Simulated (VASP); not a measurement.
A run of VASP 6.6.1:

Contents of INCAR:

```
SYSTEM = LuAs3
PREC = Accurate ; ENCUT = 520
EDIFF = 1E-6 ; ISMEAR = -1
SIGMA = 0.1 ; LREAL = .FALSE.
LASPH = .TRUE. ; NELM = 150
ALGO = Normal ; ISIF = 2
LWAVE = .FALSE. ; LCHARG = .FALSE.
MAGMOM = 0 0 0 0 0 0 0 0 0 0 0 0 ; LORBIT = 11
LSORBIT = .TRUE. ; GGA_COMPAT = .FALSE.
LORBMOM = .TRUE. ; GGA = PE
NBANDS = 54
```

KPOINTS

```
Automatic mesh
0
Gamma
  4 4 4
  0 0 0.5
```

Contents of POSCAR:

```
LuAs3
1.0
    4.1640867836     -0.0000035619     -0.0007848551
   -0.0000045947      4.1645166697     -0.0003681880
    0.0008611156      0.0003412686      4.6874935574
Lu As
1 3
Direct
    0.0079739928      1.0040773036      0.9930584969
    0.0079745973      0.5040547577      0.4931058858
    0.5079746469      0.0040432964      0.4931011575
    0.5079757630      0.5040636423      0.9931194599
```

Potentials or basis: VASP PAW PBE potentials, release 64 (Lu, As).

Launch:

```sh
$ cat potpaw_PBE.64/Lu/POTCAR potpaw_PBE.64/As/POTCAR > POTCAR
$ mpirun -np 1 vasp_ncl > vasp.out
```

Hardware: 1 thread of Intel(R) Xeon(R) Platinum 8259CL CPU @ 2.50GHz (Skylake/Cascade Lake), with other jobs on the host.

Estimate the wall time of this run.

Run time: 5.6 min on 1 thread of Intel(R) Xeon(R) Platinum 8259CL CPU @ 2.50GHz (Skylake/Cascade Lake) (shared host), peak memory 0.53 GiB. Counts: scf iterations 13, k points 48.
